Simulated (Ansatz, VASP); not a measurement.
One calculation of SiC, two programs

```
CELL_PARAMETERS angstrom
0.00815 2.17400 2.17400
2.18215 0.00000 2.18215
2.17400 2.17400 0.00815
ATOMIC_POSITIONS crystal
Si 0.00000 0.00000 0.00000
C 0.75000 0.75000 0.75000
```

Change from the starting cell: strain +0.0075 x Voigt [0, 0, 0, 0, 1, 0], atoms carried along.

Alike in both runs: task single point; functional LDA; k mesh 12 × 12 × 12; occupations gaussian, width 0.05 eV; no spin polarisation.

|  | VASP | Ansatz |
| --- | --- | --- |
| version | VASP 6.6.1 | Ansatz 0.2.0 |
| potentials or method | VASP PAW LDA potentials, release 64 (Si, C), cutoff 520 eV | scalar-relativistic, plane waves, PAW |
| valence electrons in the cell | 8 | 8 |

|  | VASP | Ansatz | Ansatz less VASP |
| --- | --- | --- | --- |
| gap on the k mesh at the Fermi level (eV) | 1.27 | 1.29 | +0.013 |
| least direct gap on the mesh (eV) | 4.44 | 4.46 | +0.012 |
| pressure (GPa) | -2.5 | -2.9 | -0.40 |
| traceless stress, the component that is largest in VASP (GPa) | -2.06 | -2.04 | +0.014 |
| rms of the force components (eV/Å) | 0.035 | 0.035 | -0.0003 |

LDA's correlation is that of Perdew and Zunger in VASP and of Perdew and Wang (1992) in Ansatz. Atom by atom the forces differ by 0.000 eV/Å (rms over components).
